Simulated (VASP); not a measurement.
# SiO2 (P4_2/mnm) in VASP: notebook, part 2 of 3

VASP 6.6.1. The steps go on from the part before.

## (3) Single point, LDA

This run uses another cell than the first one, of 7.82 Å³/atom, 1.130 times its volume.

File INCAR:

```
PREC = Accurate ; ENCUT = 910
EDIFF = 1E-6 ; ISMEAR = 0
SIGMA = 0.05 ; LREAL = F
LASPH = T ; NELM = 120
ALGO = Normal ; ISIF = 2
LWAVE = F ; LCHARG = F
GGA = CA ; NBANDS = 25
GGA_COMPAT = F
```

File KPOINTS:

```
regular mesh
0
Gamma
  6 6 8
```

File POSCAR:

```
SiO2
1.0
    4.0554000000      0.0000000000      0.0000000000
    0.0000000000      4.0554000000      0.0000000000
    0.0000000000      0.0000000000      2.8529000000
Si O
2 4
Direct
    0.5000000000      0.5000000000      0.5000000000
    0.0000000000      0.0000000000      0.0000000000
    0.6944252994      0.6944252994      0.0000000000
    0.1944252994      0.8055747006      0.5000000000
    0.3055747006      0.3055747006      0.0000000000
    0.8055747006      0.1944252994      0.5000000000
```

Potentials or basis: VASP PAW LDA potentials, release 64 (Si, O_h).

Started as:

```bash
$ cat potpaw_LDA.64/Si/POTCAR potpaw_LDA.64/O_h/POTCAR > POTCAR
$ mpirun -np 1 vasp_std > vasp.out
```

OUTCAR:

```text
PREC = Accurate
   ENCUT = 910
   EDIFF = 1E-6
   ISMEAR = 0
   LREAL = F
   LASPH = T
   NELM = 120
   ISIF = 2
   GGA = CA

 ion  position               nearest neighbor table
   1  0.500  0.500  0.500-   4 1.75   6 1.75   5 1.81   3 1.81   3 1.81   5 1.81
   2  0.000  0.000  0.000-   3 1.75   5 1.75   4 1.81   6 1.81   4 1.81   6 1.81
   3  0.694  0.694  0.000-   2 1.75   1 1.81   1 1.81
   4  0.194  0.806  0.500-   1 1.75   2 1.81   2 1.81
   5  0.306  0.306  0.000-   2 1.75   1 1.81   1 1.81
   6  0.806  0.194  0.500-   1 1.75   2 1.81   2 1.81

  LATTYP: Found a simple tetragonal cell.
 ALAT       =     4.0554000000
 C/A-ratio  =     0.7034817774

  Lattice vectors:

 A1 = (   4.0554000000,   0.0000000000,   0.0000000000)
 A2 = (   0.0000000000,   4.0554000000,   0.0000000000)
 A3 = (   0.0000000000,   0.0000000000,   2.8529000000)

Analysis of symmetry for initial positions (statically):
=====================================================================
 Subroutine PRICEL returns:
 Original cell was already a primitive cell.

 Routine SETGRP: Setting up the symmetry group for a
 simple tetragonal supercell.

 Subroutine GETGRP returns: Found 16 space group operations
 (whereof  8 operations were pure point group operations)
 out of a pool of 16 trial point group operations.

The static configuration has the point symmetry D_2h.
 The point group associated with its full space group is D_4h.

Analysis of symmetry for dynamics (positions and initial velocities):
=====================================================================
 Subroutine PRICEL returns:
 Original cell was already a primitive cell.

 Routine SETGRP: Setting up the symmetry group for a
 simple tetragonal supercell.

 Subroutine GETGRP returns: Found 16 space group operations
 (whereof  8 operations were pure point group operations)
 out of a pool of 16 trial point group operations.

The dynamic configuration has the point symmetry D_2h.
 The point group associated with its full space group is D_4h.

 Subroutine INISYM returns: Found 16 space group operations
 (whereof  8 operations are pure point group operations),
 and found     1 'primitive' translations

----------------------------------------------------------------------------------------

                                     Primitive cell

  volume of cell :      46.9196

  direct lattice vectors                    reciprocal lattice vectors
     4.055400000  0.000000000  0.000000000     0.246584801  0.000000000  0.000000000
     0.000000000  4.055400000  0.000000000     0.000000000  0.246584801  0.000000000
     0.000000000  0.000000000  2.852900000     0.000000000  0.000000000  0.350520523

  length of vectors
     4.055400000  4.055400000  2.852900000     0.246584801  0.246584801  0.350520523

  position of ions in fractional coordinates (direct lattice)
     0.500000000  0.500000000  0.500000000
     0.000000000  0.000000000  0.000000000
     0.694425299  0.694425299  0.000000000
     0.194425299  0.805574701  0.500000000
     0.305574701  0.305574701  0.000000000
     0.805574701  0.194425299  0.500000000

  ion indices of the primitive-cell ions
   primitive index   ion index
                 1           1
                 2           2
[... 24 lines left out ...]
     0.000000000  0.000000000  0.000000000

 Subroutine IBZKPT returns following result:
 ===========================================

 Found     50 irreducible k-points:

 Following reciprocal coordinates:
            Coordinates               Weight
  0.000000  0.000000  0.000000      1.000000
  0.166667  0.000000  0.000000      4.000000
  0.333333  0.000000  0.000000      4.000000
  0.500000  0.000000  0.000000      2.000000
  0.166667  0.166667  0.000000      4.000000
  0.333333  0.166667  0.000000      8.000000
[... 16 lines left out ...]
  0.333333  0.000000  0.250000      8.000000
  0.500000  0.000000  0.250000      4.000000
 [... further k-points ...]
   k-points           NKPTS =     50   k-points in BZ     NKDIM =     50   number of bands    NBANDS=     25
   number of dos      NEDOS =    301   number of ions     NIONS =      6
   total plane-waves  NPLWV =  44800
   dimension x,y,z NGX =    40 NGY =   40 NGZ =   28
   dimension x,y,z NGXF=    80 NGYF=   80 NGZF=   56
   ions per type =               2   4
   NGX,Y,Z   is equivalent  to a cutoff of  16.40, 16.40, 16.32 a.u.
   NGXF,Y,Z  is equivalent  to a cutoff of  32.79, 32.79, 32.63 a.u.
 SYSTEM =  unknown system
   PREC   = accura    normal or accurate (medium, high low for compatibility)
   ISTART =      0    job   : 0-new  1-cont  2-samecut
   ICHARG =      2    charge: 1-file 2-atom 10-const
   ISPIN  =      1    spin polarized calculation?
   LNONCOLLINEAR =      F non collinear calculations
   LSORBIT =      F    spin-orbit coupling
   LASPH  =      T    aspherical Exc in radial PAW
   ENCUT  =  910.0 eV  66.88 Ry    8.18 a.u.   9.97  9.97  7.02*2*pi/ulx,y,z
   NELM   =    120;   NELMIN=  2; NELMDL= -5     # of ELM steps
   EDIFF  = 0.1E-05   stopping-criterion for ELM
   LREAL  =      F    real-space projection
   EDIFFG = 0.1E-04   stopping-criterion for IOM
   NSW    =      0    number of steps for IOM
   IBRION =     -1    ionic relax: 0-MD 1-quasi-New 2-CG
   NFREE  =      0    steps in history (QN), initial steepest desc. (CG)
   ISIF   =      2    stress and relaxation
   ISYM   =      2    0-nonsym 1-usesym 2-fastsym
   POTIM  = 0.5000    time-step for ionic-motion
   TEBEG  =    0.0;   TEEND  =   0.0 temperature during run
   PSTRESS=    0.0 pullay stress
   NELECT =      32.0000    total number of electrons
   NUPDOWN=      -1.0000    fix difference up-down
   EMIN   =  10.00;   EMAX   =-10.00  energy-range for DOS
   EFERMI =   0.00;   METHOD = LEGACY
   ISMEAR =     0;   SIGMA  =   0.05  broadening in eV -4-tet -1-fermi 0-gaus
   EFERMI_NEDOS =   21; number of points for ismear=-14 and -15
   IALGO  =     38    algorithm
   IMIX   =      4    mixing-type and parameters
     AMIX     =   0.40;   BMIX     =  1.00
     AMIX_MAG =   1.60;   BMIX_MAG =  1.00
  volume/ion in A,a.u.               =       7.82        52.77
  Fermi-wavevector in a.u.,A,eV,Ry     =   1.441032  2.723155 28.253479  2.076572
  Thomas-Fermi vector in A             =   2.559709
   LORBIT       =      0    0 simple, 1 ext, 2 COOP (PROOUT), +10 PAW based schemes
   GGA     = CA    functional components
   LHFCALC =     F    Hartree Fock is set to
   AEXX    =    0.0000 exact exchange contribution
   IVDW    =     0    specifies the selected vdW correction
   LEPSILON=     F    determine dielectric tensor
   LRPA    =     F    only Hartree local field effects (RPA)
 non-spin polarized calculation
 Gauss-broadening in eV      SIGMA  =   0.05
  energy-cutoff  :      910.00
  volume of cell :       46.92
 maximum number of plane-waves:      2968
 NGX is ok and might be reduce to    40
   NGX = 19   NGY = 19   NGZ = 15

 number of electron      32.0000008 magnetization

 Free energy of the ion-electron system (eV)
  ---------------------------------------------------
  ext. energy  EPLUGINS =         0.00000000
  ---------------------------------------------------
  free energy    TOTEN  =       -51.63878881 eV

  energy without entropy =      -51.63878881  energy(sigma->0) =      -51.63878881

 E-fermi :   8.8986     XC(G=0): -12.7333

 val. band max:        8.6750453721   @ k =   0.0000   0.0000   0.0000
 cond. band min:      13.7454187748   @ k =   0.0000   0.0000   0.0000
 fundamental gap:      5.0703734027
 Fermi energy:         8.8986306524

 k-point     1 :       0.0000    0.0000    0.0000
  band No.  band energies     occupation
      1     -13.4886      2.00000
      2      -9.5897      2.00000
      3      -9.5897      2.00000
      4      -9.1810      2.00000
      5      -2.1354      2.00000
      6       2.3345      2.00000
[... 661 lines left out ...]
     24      20.8358      0.00000
     25      22.1722      0.00000

 [... further k-points ...]
[... 5 lines left out ...]
  --------------------------------------------------------------------------------------
  -------------------------------------------------------------------------------------
  Total        1.3477662      1.3477662    -10.1581991      0.0000000      0.0000000      0.0000000
  in kB       46.0226063     46.0226063   -346.8752866      0.0000000      0.0000000      0.0000000
  external PRESSURE =     -84.9433580 kB  Pullay stress =       0.0000000 kB

 VOLUME and BASIS-vectors are now :
 -----------------------------------------------------------------------------
  energy-cutoff  :      910.00
  volume of cell :       46.92
      direct lattice vectors                 reciprocal lattice vectors
     4.055400000  0.000000000  0.000000000     0.246584801  0.000000000  0.000000000
     0.000000000  4.055400000  0.000000000     0.000000000  0.246584801  0.000000000
     0.000000000  0.000000000  2.852900000     0.000000000  0.000000000  0.350520523

 POSITION                                       TOTAL-FORCE (eV/Angst)
 -----------------------------------------------------------------------------------
      2.02770      2.02770      1.42645         0.000000      0.000000     -0.000000
      0.00000      0.00000      0.00000         0.000000      0.000000     -0.000000
      2.81617      2.81617      0.00000         0.284419      0.284419      0.000000
      0.78847      3.26693      1.42645         0.284419     -0.284419     -0.000000
      1.23923      1.23923      0.00000        -0.284419     -0.284419     -0.000000
      3.26693      0.78847      1.42645        -0.284419      0.284419      0.000000
 -----------------------------------------------------------------------------------
    total drift:                                0.000000     -0.000000      0.000000

  FREE ENERGIE OF THE ION-ELECTRON SYSTEM (eV)
  ---------------------------------------------------
  free  energy   TOTEN  =       -51.6387888084 eV

  energy  without entropy=      -51.6387888084  energy(sigma->0) =      -51.63878881
```

OSZICAR:

```text
N       E                     dE             d eps       ncg     rms          rms(c)
DAV:   1     0.235900424245E+03    0.23590E+03   -0.24348E+04  2516   0.194E+03
DAV:   2    -0.369108431880E+02   -0.27281E+03   -0.25492E+03  3623   0.351E+02
DAV:   3    -0.562767799813E+02   -0.19366E+02   -0.19198E+02  3324   0.935E+01
DAV:   4    -0.565123747661E+02   -0.23559E+00   -0.23533E+00  3088   0.109E+01
DAV:   5    -0.565170038032E+02   -0.46290E-02   -0.46258E-02  3356   0.146E+00    0.176E+01
DAV:   6    -0.517292337458E+02    0.47878E+01   -0.13135E+01  3225   0.241E+01    0.833E+00
DAV:   7    -0.516800030678E+02    0.49231E-01   -0.68810E-01  3061   0.500E+00    0.294E+00
DAV:   8    -0.516453217430E+02    0.34681E-01   -0.25435E-02  3306   0.170E+00    0.114E+00
DAV:   9    -0.516387821569E+02    0.65396E-02   -0.60662E-03  3111   0.825E-01    0.210E-01
DAV:  10    -0.516388340509E+02   -0.51894E-04   -0.82579E-04  3306   0.200E-01    0.925E-02
DAV:  11    -0.516387894454E+02    0.44606E-04   -0.11964E-04  3187   0.812E-02    0.283E-02
DAV:  12    -0.516387887797E+02    0.66575E-06   -0.10482E-05  3183   0.225E-02    0.872E-03
DAV:  13    -0.516387888084E+02   -0.28776E-07   -0.81995E-08  2099   0.252E-03
   1 F= -.51638789E+02 E0= -.51638789E+02  d E =-.202668E-12
```

stdout:

```text
POSCAR found type information on POSCAR SiO
 POSCAR found :  2 types and       6 ions
 scaLAPACK will be used
 LDA part: xc-table for (Slater(with rela. corr.)+CA(PZ))
 , standard interpolation
 POSCAR, INCAR and KPOINTS ok, starting setup
 FFT: planning ... GRIDC
 FFT: planning ... GRID_SOFT
 FFT: planning ... GRID
 WAVECAR not read
 entering main loop
```

Wall time 56 s (1 thread of Intel Xeon Platinum 8559C (Emerald Rapids), shared host); peak memory 0.23 GiB.

Results:

```yaml
Free_energy: -51.6388 eV
Pressure: -8.5 GPa
Largest_force: 0.402 eV/Å
Band_gap_on_the_k_mesh: 5.07 eV, direct
```

Forces in eV/Å, atoms in the order of the input:
```
Si   0.000  0.000  0.000
Si   0.000  0.000  0.000
O    0.284  0.284  0.000
O    0.284 -0.284  0.000
O   -0.284 -0.284  0.000
O   -0.284  0.284  0.000
```

Stress tensor (GPa, compression positive):
```
  4.60   0.00   0.00
  0.00   4.60   0.00
  0.00   0.00 -34.69
```

Caveat: the cutoff is under 1.25 times the usual one of these potentials, so pressure, stress and relaxed cells hold a basis-set (Pulay) error. A k mesh can miss the band edges.

## (4) Single point, LDA

This run uses another cell than the first one, of 7.07 Å³/atom, 1.021 times its volume.

File INCAR:

```
PREC = Accurate
ENCUT = 910
EDIFF = 1E-6
ISMEAR = 0
SIGMA = 0.05
LREAL = F
LASPH = T
NELM = 120
ALGO = Normal
ISIF = 2
LWAVE = F
LCHARG = T
LELF = T
LVHAR = T
NBANDS = 25
GGA_COMPAT = F
```

KPOINTS is that of step 3.

Edit POSCAR of step 3 so:

```diff
@@ -2,5 +2,5 @@
 1.0
-    4.0554000000      0.0000000000      0.0000000000
-    0.0000000000      4.0554000000      0.0000000000
-    0.0000000000      0.0000000000      2.8529000000
+    4.2549000000      0.0000000000      0.0000000000
+    0.0000000000      4.2549000000      0.0000000000
+    0.0000000000      0.0000000000      2.3420000000
 Si O
```

Potentials or basis: VASP PAW LDA potentials, release 64 (Si, O_h).

Started as:

```bash
$ cat potpaw_LDA.64/Si/POTCAR potpaw_LDA.64/O_h/POTCAR > POTCAR
$ mpirun -np 1 vasp_std > vasp.out
```

OUTCAR:

```text
PREC = Accurate
   ENCUT = 910
   EDIFF = 1E-6
   ISMEAR = 0
   LREAL = F
   LASPH = T
   NELM = 120
   ISIF = 2

 ion  position               nearest neighbor table
   1  0.500  0.500  0.500-   3 1.66   5 1.66   3 1.66   5 1.66   4 1.84   6 1.84
   2  0.000  0.000  0.000-   4 1.66   6 1.66   4 1.66   6 1.66   5 1.84   3 1.84
   3  0.694  0.694  0.000-   1 1.66   1 1.66   2 1.84
   4  0.194  0.806  0.500-   2 1.66   2 1.66   1 1.84
   5  0.306  0.306  0.000-   1 1.66   1 1.66   2 1.84
   6  0.806  0.194  0.500-   2 1.66   2 1.66   1 1.84

  LATTYP: Found a simple tetragonal cell.
 ALAT       =     4.2549000000
 C/A-ratio  =     0.5504242168

  Lattice vectors:

 A1 = (   4.2549000000,   0.0000000000,   0.0000000000)
 A2 = (   0.0000000000,   4.2549000000,   0.0000000000)
 A3 = (   0.0000000000,   0.0000000000,   2.3420000000)

Analysis of symmetry for initial positions (statically):
=====================================================================
 Subroutine PRICEL returns:
 Original cell was already a primitive cell.

 Routine SETGRP: Setting up the symmetry group for a
 simple tetragonal supercell.

 Subroutine GETGRP returns: Found 16 space group operations
[... 173 lines left out ...]

  energy without entropy =      -50.16732100  energy(sigma->0) =      -50.16732100

 E-fermi :   9.9174     XC(G=0): -13.1754

 val. band max:        9.7119315347   @ k =   0.0000   0.0000   0.0000
 cond. band min:      16.9229705629   @ k =   0.0000   0.0000   0.0000
 fundamental gap:      7.2110390282
 Fermi energy:         9.9174174412

 k-point     1 :       0.0000    0.0000    0.0000
  band No.  band energies     occupation
      1     -13.5934      2.00000
      2      -9.8026      2.00000
      3      -9.7638      2.00000
      4      -9.7638      2.00000
      5      -1.5996      2.00000
      6       2.1340      2.00000
[... 661 lines left out ...]
     24      24.7960      0.00000
     25      25.5050      0.00000

 [... further k-points ...]
[... 5 lines left out ...]
  --------------------------------------------------------------------------------------
  -------------------------------------------------------------------------------------
  Total        2.5097599      2.5097599     32.2049876      0.0000000      0.0000000      0.0000000
  in kB       94.8368565     94.8368565   1216.9370471      0.0000000      0.0000000      0.0000000
  external PRESSURE =     468.8702534 kB  Pullay stress =       0.0000000 kB

 VOLUME and BASIS-vectors are now :
 -----------------------------------------------------------------------------
  energy-cutoff  :      910.00
  volume of cell :       42.40
      direct lattice vectors                 reciprocal lattice vectors
     4.254900000  0.000000000  0.000000000     0.235023150  0.000000000  0.000000000
     0.000000000  4.254900000  0.000000000     0.000000000  0.235023150  0.000000000
     0.000000000  0.000000000  2.342000000     0.000000000  0.000000000  0.426985482

 POSITION                                       TOTAL-FORCE (eV/Angst)
 -----------------------------------------------------------------------------------
      2.12745      2.12745      1.17100         0.000000      0.000000      0.000000
      0.00000      0.00000      0.00000         0.000000      0.000000      0.000000
      2.95471      2.95471      0.00000         0.124336      0.124336      0.000000
      0.82726      3.42764      1.17100         0.124336     -0.124336      0.000000
      1.30019      1.30019      0.00000        -0.124336     -0.124336     -0.000000
      3.42764      0.82726      1.17100        -0.124336      0.124336      0.000000
 -----------------------------------------------------------------------------------
    total drift:                                0.000000     -0.000000      0.000000

  FREE ENERGIE OF THE ION-ELECTRON SYSTEM (eV)
  ---------------------------------------------------
  free  energy   TOTEN  =       -50.1673209965 eV

  energy  without entropy=      -50.1673209965  energy(sigma->0) =      -50.16732100
```

OSZICAR:

```text
N       E                     dE             d eps       ncg     rms          rms(c)
DAV:   1     0.250147273722E+03    0.25015E+03   -0.25100E+04  2500   0.197E+03
DAV:   2    -0.372005934927E+02   -0.28735E+03   -0.26676E+03  3499   0.370E+02
DAV:   3    -0.551624350182E+02   -0.17962E+02   -0.17817E+02  3374   0.917E+01
DAV:   4    -0.553660749902E+02   -0.20364E+00   -0.20334E+00  3164   0.103E+01
DAV:   5    -0.553697217890E+02   -0.36468E-02   -0.36446E-02  3349   0.132E+00    0.213E+01
DAV:   6    -0.503371965566E+02    0.50325E+01   -0.12663E+01  3249   0.246E+01    0.106E+01
DAV:   7    -0.502115366977E+02    0.12566E+00   -0.86290E-01  3313   0.580E+00    0.349E+00
DAV:   8    -0.501727269528E+02    0.38810E-01   -0.39668E-02  3252   0.202E+00    0.116E+00
DAV:   9    -0.501673601480E+02    0.53668E-02   -0.77230E-03  3314   0.758E-01    0.199E-01
DAV:  10    -0.501673272657E+02    0.32882E-04   -0.81035E-04  3215   0.218E-01    0.591E-02
DAV:  11    -0.501673225598E+02    0.47059E-05   -0.50145E-05  3293   0.546E-02    0.388E-02
DAV:  12    -0.501673208698E+02    0.16900E-05   -0.75713E-06  3192   0.200E-02    0.111E-02
DAV:  13    -0.501673209965E+02   -0.12673E-06   -0.74354E-07  2074   0.610E-03
   1 F= -.50167321E+02 E0= -.50167321E+02  d E =-.452755E-11
```

stdout:

```text
POSCAR found type information on POSCAR SiO
 POSCAR found :  2 types and       6 ions
 scaLAPACK will be used
 LDA part: xc-table for (Slater(with rela. corr.)+CA(PZ))
 , standard interpolation
 POSCAR, INCAR and KPOINTS ok, starting setup
 FFT: planning ... GRIDC
 FFT: planning ... GRID_SOFT
 FFT: planning ... GRID
 WAVECAR not read
 entering main loop
```

Run time: 58 s. Hardware: 1 thread of Intel Xeon 6975P-C (Granite Rapids), shared host; peak memory 0.22 GiB.

Results:

```yaml
Free_energy: -50.1673 eV
Pressure: 46.9 GPa
Largest_force: 0.176 eV/Å
Band_gap_on_the_k_mesh: 7.21 eV, direct
```

Forces on the atoms (eV/Å):
```
Si   0.000  0.000  0.000
Si   0.000  0.000  0.000
O    0.124  0.124  0.000
O    0.124 -0.124  0.000
O   -0.124 -0.124  0.000
O   -0.124  0.124  0.000
```

Levels at points of the mesh, in eV from the valence-band top:
```tsv
k point	band 12	band 13	band 14	band 15	band 16	band 17	band 18	band 19	band 20	band 21
(0.00, 0.00, 0.00)	-2.02	-1.31	-1.02	-1.02	0.00	7.21	9.73	11.08	11.08	11.11
(0.50, 0.00, 0.00)	-2.83	-1.63	-1.63	-1.28	-1.28	9.24	9.24	11.31	11.31	12.21
(0.50, 0.50, 0.00)	-2.49	-2.43	-2.43	-2.09	-2.09	9.63	9.63	11.32	11.32	13.59
(0.00, 0.00, 0.50)	-4.98	-2.82	-2.82	-2.80	-2.80	10.04	10.04	12.63	12.63	12.94
(0.50, 0.00, 0.50)	-4.26	-2.54	-2.54	-1.74	-1.74	9.33	9.33	9.65	9.65	12.51
(0.50, 0.50, 0.50)	-4.90	-2.04	-2.04	-1.52	-1.52	7.76	7.76	11.26	11.26	11.26
```

Caveat: the cutoff is under 1.25 times the usual one of these potentials, so pressure, stress and relaxed cells hold a basis-set (Pulay) error.

[end of part 2 of 3]
